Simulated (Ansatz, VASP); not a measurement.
## Two plane-wave programs on InSb

Contents of INCAR:

```
PREC = Accurate
ENCUT = 520
EDIFF = 1E-6
ISMEAR = 0
SIGMA = 0.15
LREAL = False
LASPH = True
NELM = 80
ALGO = Normal
ISIF = 2
LWAVE = False
LCHARG = False
GGA = PS
NBANDS = 16
```

KPOINTS

```
regular mesh
0
Gamma
  14 14 14
```

The input POSCAR:

```
InSb
1.0
    0.0000000000      3.1493592120      2.6253058391
    3.1493592120      0.0000000000      2.6253058391
    3.1493592120      3.1493592120      0.0000000000
In Sb
1 1
Direct
    0.0000000000      0.0000000000      0.0000000000
    0.5000000000      0.5000000000      0.5000000000
```

Input for Ansatz:

```yaml
crystal:
  lattice:
    - [0.0, 3.149359212, 2.6253058391]
    - [3.149359212, 0.0, 2.6253058391]
    - [3.149359212, 3.149359212, 0.0]
  atoms:
    - { symbol: In, position: [0.0, 0.0, 0.0] }
    - { symbol: Sb, position: [0.5, 0.5, 0.5] }
basis:
  ecutwfc: 420
kpoints:
  mp_grid: { grid: [14, 14, 14] }
hamiltonian:
  xc: pbesol
  pseudopotentials: { kind: paw, azcp: { folder: soft_1 } }
scf:
  occupations: { method: gaussian, width: 0.15 }
output:
  forces: true
  stress: true
  eigenvalues: true
```

Alike in both runs: task single point; functional PBEsol; k mesh 14 × 14 × 14; occupations gaussian, width 0.15 eV; no spin polarisation.

|  | VASP | Ansatz |
| --- | --- | --- |
| version | VASP 6.6.1 | Ansatz 0.2.0 |
| potentials or method | VASP PAW PBE potentials, release 64 (In_d, Sb), cutoff 520 eV | scalar-relativistic, plane waves, PAW |
| valence electrons in the cell | 18 | 28 |

```tsv
	VASP	Ansatz	Ansatz less VASP
gap on the k mesh at the Fermi level (eV)	none	none	-
pressure (GPa)	8.9	8.9	-0.02
traceless stress, the component that is largest in VASP (GPa)	21.13	21.16	+0.034
```

VASP's potentials were made for PBE, not for PBEsol, and Ansatz warns of the same on its side. A gap of «none» marks a metal or a gap that the smearing closes. VASP's potentials hold 18 valence electrons a cell and Ansatz's 28, so a difference there can come from the potentials and not from the codes.

Spin-orbit coupling is off throughout.
